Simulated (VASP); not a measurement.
# BeCu2SnS4 (I-4) in VASP: notebook, part 2 of 2

VASP 6.6.1. The steps go on from the part before.

**3. Single point, PBE (18.23 Å³/atom)**

This run uses another cell than the first one, of 18.23 Å³/atom.

INCAR

```
PREC = Accurate
ENCUT = 520
EDIFF = 1E-6
ISMEAR = 0
SIGMA = 0.01
LREAL = F
LASPH = T
NELM = 80
ALGO = Normal
ISIF = 2
LWAVE = F
LCHARG = F
GGA = PE
NBANDS = 41
```

KPOINTS

```
Automatic mesh
0
Gamma
  6 6 6
```

POSCAR

```
BeCu2SnS4
1.0
   -2.6454561654      2.6454561654      5.2085053296
    2.6454561654     -2.6454561654      5.2085053296
    2.6454561654      2.6454561654     -5.2085053296
Cu Be Sn S
2 1 1 4
Direct
    0.0000000000      0.0000000000      0.0000000000
    0.7500000000      0.2500000000      0.5000000000
    0.2500000000      0.7500000000      0.5000000000
    0.5000000000      0.5000000000      0.0000000000
    0.1148369022      0.6403415557      1.0307157947
    0.3596584443      0.3903742390      0.4744953464
    0.6096257610      0.0841211075     -0.0307157947
    0.9158788925      0.8851630978      0.5255046536
```

Potentials or basis: VASP PAW PBE potentials, release 64 (Cu, Be, Sn_d, S).

The run is started by

```
> cat potpaw_PBE.64/Cu/POTCAR potpaw_PBE.64/Be/POTCAR potpaw_PBE.64/Sn_d/POTCAR potpaw_PBE.64/S/POTCAR > POTCAR
> mpirun -np 1 vasp_std > vasp.out
```

OUTCAR:

```text
PREC = Accurate
   ENCUT = 520
   EDIFF = 1E-6
   ISMEAR = 0
   LREAL = F
   LASPH = T
   NELM = 80
   ISIF = 2
   GGA = PE

 ion  position               nearest neighbor table
   1  0.000  0.000  0.000-   8 2.29   7 2.29   5 2.29   6 2.29
   2  0.750  0.250  0.500-   6 2.31   5 2.31   7 2.31   8 2.31
   3  0.250  0.750  0.500-   6 2.11   5 2.11   7 2.11   8 2.11
   4  0.500  0.500  0.000-   8 2.44   7 2.44   5 2.44   6 2.44
   5  0.115  0.640  0.031-   3 2.11   1 2.29   2 2.31   4 2.44
   6  0.360  0.390  0.474-   3 2.11   1 2.29   2 2.31   4 2.44
   7  0.610  0.084  0.969-   3 2.11   1 2.29   2 2.31   4 2.44
   8  0.916  0.885  0.526-   3 2.11   1 2.29   2 2.31   4 2.44

  LATTYP: Found a body centered tetragonal cell.
 ALAT       =     5.2909123308
 C/A-ratio  =     1.9688496063

  Lattice vectors:

 A1 = (  -2.6454561654,   2.6454561654,   5.2085053296)
 A2 = (   2.6454561654,  -2.6454561654,   5.2085053296)
 A3 = (   2.6454561654,   2.6454561654,  -5.2085053296)

Analysis of symmetry for initial positions (statically):
=====================================================================
 Subroutine PRICEL returns:
 Original cell was already a primitive cell.

 Routine SETGRP: Setting up the symmetry group for a
 body centered tetragonal supercell.

 Subroutine GETGRP returns: Found  4 space group operations
 (whereof  4 operations were pure point group operations)
 out of a pool of 16 trial point group operations.

The static configuration has the point symmetry S_4 .

Analysis of symmetry for dynamics (positions and initial velocities):
=====================================================================
 Subroutine PRICEL returns:
 Original cell was already a primitive cell.

 Routine SETGRP: Setting up the symmetry group for a
 body centered tetragonal supercell.

[... 139 lines left out ...]
  Thomas-Fermi vector in A             =   2.365888
   LORBIT       =      0    0 simple, 1 ext, 2 COOP (PROOUT), +10 PAW based schemes
   GGA     = PE    functional components
   LHFCALC =     F    Hartree Fock is set to
   AEXX    =    0.0000 exact exchange contribution
   IVDW    =     0    specifies the selected vdW correction
   LEPSILON=     F    determine dielectric tensor
   LRPA    =     F    only Hartree local field effects (RPA)
 non-spin polarized calculation
 Gauss-broadening in eV      SIGMA  =   0.01
  energy-cutoff  :      520.00
  volume of cell :      145.81
 maximum number of plane-waves:      3943
   NGX = 23   NGY = 23   NGZ = 23

 number of electron      62.0000030 magnetization

 Free energy of the ion-electron system (eV)
  ---------------------------------------------------
  ext. energy  EPLUGINS =         0.00000000
  ---------------------------------------------------
  free energy    TOTEN  =       -35.59554730 eV

  energy without entropy =      -35.59554730  energy(sigma->0) =      -35.59554730

 E-fermi :   5.7200     XC(G=0):  -9.9521

 val. band max:        5.6379146579   @ k =   0.0000   0.0000   0.0000
 cond. band min:       6.2641377324   @ k =   0.0000   0.0000   0.0000
 fundamental gap:      0.6262230745
 Fermi energy:         5.7199939119

 k-point     1 :       0.0000    0.0000    0.0000
  band No.  band energies     occupation
      1     -16.6007      2.00000
      2     -16.5914      2.00000
      3     -16.5914      2.00000
      4     -16.5227      2.00000
      5     -16.5009      2.00000
      6      -9.0871      2.00000
[... 1045 lines left out ...]
     40      11.8635      0.00000
     41      12.0658      0.00000

 [... further k-points ...]

------------------------ aborting loop because EDIFF is reached ----------------------------------------

  FORCE on cell =-STRESS in cart. coord.  units (eV):
  Direction    XX          YY          ZZ          XY          YZ          ZX
  --------------------------------------------------------------------------------------
  -------------------------------------------------------------------------------------
  Total        2.3579245      2.3579245      2.3334083     -0.0000002      0.0000000      0.0000000
  in kB       25.9099292     25.9099292     25.6405350     -0.0000025      0.0000000      0.0000000
  external PRESSURE =      25.8201311 kB  Pullay stress =       0.0000000 kB

 VOLUME and BASIS-vectors are now :
 -----------------------------------------------------------------------------
  energy-cutoff  :      520.00
  volume of cell :      145.81
      direct lattice vectors                 reciprocal lattice vectors
    -2.645456165  2.645456165  5.208505330     0.000000000  0.189003321  0.095996830
     2.645456165 -2.645456165  5.208505330     0.189003321  0.000000000  0.095996830
     2.645456165  2.645456165 -5.208505330     0.189003321  0.189003321  0.000000000

 POSITION                                       TOTAL-FORCE (eV/Angst)
 -----------------------------------------------------------------------------------
      0.00000      0.00000      0.00000        -0.000000     -0.000000      0.000000
      0.00000      2.64546      2.60425        -0.000000     -0.000000      0.000000
      2.64546      0.00000      2.60425        -0.000000     -0.000000      0.000000
      0.00000      0.00000      5.20851        -0.000000     -0.000000      0.000000
      1.47146     -1.30894      3.77337         0.029841     -0.001482     -0.032074
      1.33651      1.17400      1.43514        -0.001482     -0.029841      0.032074
      1.17400      3.95440     -1.43514        -0.029841      0.001482     -0.032074
      1.30894      1.47146      6.64364         0.001482      0.029841      0.032074
 -----------------------------------------------------------------------------------
    total drift:                               -0.000008     -0.000008     -0.000008

  FREE ENERGIE OF THE ION-ELECTRON SYSTEM (eV)
  ---------------------------------------------------
  free  energy   TOTEN  =       -35.5955473017 eV

  energy  without entropy=      -35.5955473017  energy(sigma->0) =      -35.59554730
```

OSZICAR:

```text
N       E                     dE             d eps       ncg     rms          rms(c)
DAV:   1     0.628295764089E+03    0.62830E+03   -0.26862E+04  3009   0.185E+03
DAV:   2     0.706777730682E+02   -0.55762E+03   -0.53108E+03  2952   0.483E+02
DAV:   3    -0.301492887853E+02   -0.10083E+03   -0.96725E+02  3748   0.195E+02
DAV:   4    -0.378945990723E+02   -0.77453E+01   -0.76520E+01  4064   0.544E+01
DAV:   5    -0.382697774804E+02   -0.37518E+00   -0.37463E+00  4536   0.125E+01    0.178E+01
DAV:   6    -0.385520821968E+02   -0.28230E+00   -0.44962E+01  4167   0.110E+02    0.137E+01
DAV:   7    -0.354845016928E+02    0.30676E+01   -0.12546E+01  4120   0.946E+01    0.783E+00
DAV:   8    -0.357699460015E+02   -0.28544E+00   -0.52215E+00  4832   0.307E+01    0.427E+00
DAV:   9    -0.356054622413E+02    0.16448E+00   -0.16735E+00  4152   0.247E+01    0.104E+00
DAV:  10    -0.355935284420E+02    0.11934E-01   -0.15009E-01  4376   0.889E+00    0.351E-01
DAV:  11    -0.355953595018E+02   -0.18311E-02   -0.23243E-02  4776   0.292E+00    0.333E-01
DAV:  12    -0.355954049137E+02   -0.45412E-04   -0.45529E-03  4688   0.152E+00    0.976E-02
DAV:  13    -0.355955453558E+02   -0.14044E-03   -0.87624E-04  4712   0.408E-01    0.332E-02
DAV:  14    -0.355955402631E+02    0.50928E-05   -0.94318E-05  4608   0.172E-01    0.172E-02
DAV:  15    -0.355955478229E+02   -0.75598E-05   -0.28737E-05  4448   0.600E-02    0.801E-03
DAV:  16    -0.355955473017E+02    0.52114E-06   -0.31634E-06  3151   0.296E-02
   1 F= -.35595547E+02 E0= -.35595547E+02  d E =-.144057E-33
```

It took 2.5 min on 1 thread of Intel Xeon 6975P-C (Granite Rapids), shared host; peak memory 0.45 GiB.

What came out:

```yaml
Free_energy: -35.5955 eV
Pressure: 2.6 GPa
Largest_force: 0.044 eV/Å
Band_gap_on_the_k_mesh: 0.63 eV
```

Forces on the atoms (eV/Å):
```
Cu   0.000  0.000  0.000
Cu   0.000  0.000  0.000
Be   0.000  0.000  0.000
Sn   0.000  0.000  0.000
S    0.030 -0.001 -0.032
S   -0.001 -0.030  0.032
S   -0.030  0.001 -0.032
S    0.001  0.030  0.032
```

Levels at points of the mesh, in eV from the valence-band top:
```csv
k point,band 29,band 30,band 31,band 32,band 33,band 34
"(0.00, 0.00, 0.00)",-0.05,-0.05,0.00,0.63,2.09,3.28
"(0.50, 0.00, 0.00)",-1.09,-1.02,-0.36,1.61,3.11,3.52
"(0.50, 0.50, 0.00)",-0.60,-0.52,-0.30,0.79,3.04,3.55
"(0.50, 0.50, 0.50)",-0.99,-0.83,-0.83,1.22,2.06,2.06
```

Caveat: spin-orbit coupling is left out, which moves the levels of the heavy elements. A k mesh can miss the band edges.
